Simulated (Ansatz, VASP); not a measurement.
# YN in VASP and in Ansatz

File INCAR:

```
SYSTEM = YN
PREC = Accurate
ENCUT = 600
EDIFF = 1E-6
ISMEAR = 0
SIGMA = 0.1
LREAL = .False.
LASPH = .True.
NELM = 120
ALGO = Normal
ISIF = 2
LWAVE = .False.
LCHARG = .True.
GGA = PS
LELF = .True.
LVHAR = .True.
NBANDS = 15
GGA_COMPAT = .False.
```

File KPOINTS:

```
regular mesh
0
Gamma
  6 6 6
  0 0 0
```

POSCAR

```
YN
1.0
    0.0000000000      2.4385000000      2.4385000000
    2.4385000000      0.0000000000      2.4385000000
    2.4385000000      2.4385000000      0.0000000000
Y N
1 1
Direct
    0.0000000000      0.0000000000      0.0000000000
    0.5000000000      0.5000000000      0.5000000000
```

Input for Ansatz:

```yaml
crystal:
  lattice:
    - [0.0, 2.4385, 2.4385]
    - [2.4385, 0.0, 2.4385]
    - [2.4385, 2.4385, 0.0]
  atoms:
    - { symbol: "Y", position: [0.0, 0.0, 0.0] }
    - { symbol: "N", position: [0.5, 0.5, 0.5] }
basis:
  ecutwfc: 420
kpoints:
  mp_grid: { grid: [6, 6, 6] }
hamiltonian:
  xc: pbesol
scf:
  occupations: { method: gaussian, width: 0.1 }
output:
  forces: true
  stress: true
  eigenvalues: true
```

Alike in both runs: task single point; functional PBEsol; k mesh 6 × 6 × 6; occupations gaussian, width 0.1 eV; no spin polarisation.

|  | VASP | Ansatz |
| --- | --- | --- |
| version | VASP 6.6.1 | Ansatz 0.2.0 |
| potentials or method | VASP PAW PBE potentials, release 64 (Y_sv, N), cutoff 600 eV | scalar-relativistic, plane waves, PAW |
| valence electrons in the cell | 16 | 16 |

Ansatz gave:

```
gap on the k mesh at the Fermi level (eV) : 0.09
least direct gap on the mesh (eV)         : 0.48
pressure (GPa)                            : -2.0
```

Q: Estimate VASP's values.

A: gap on the k mesh at the Fermi level (eV): 0.09; least direct gap on the mesh (eV): 0.47; pressure (GPa): -2.2.

VASP's potentials were made for PBE, not for PBEsol. With one functional, cell and mesh, what is left measures potentials, basis and numerics.
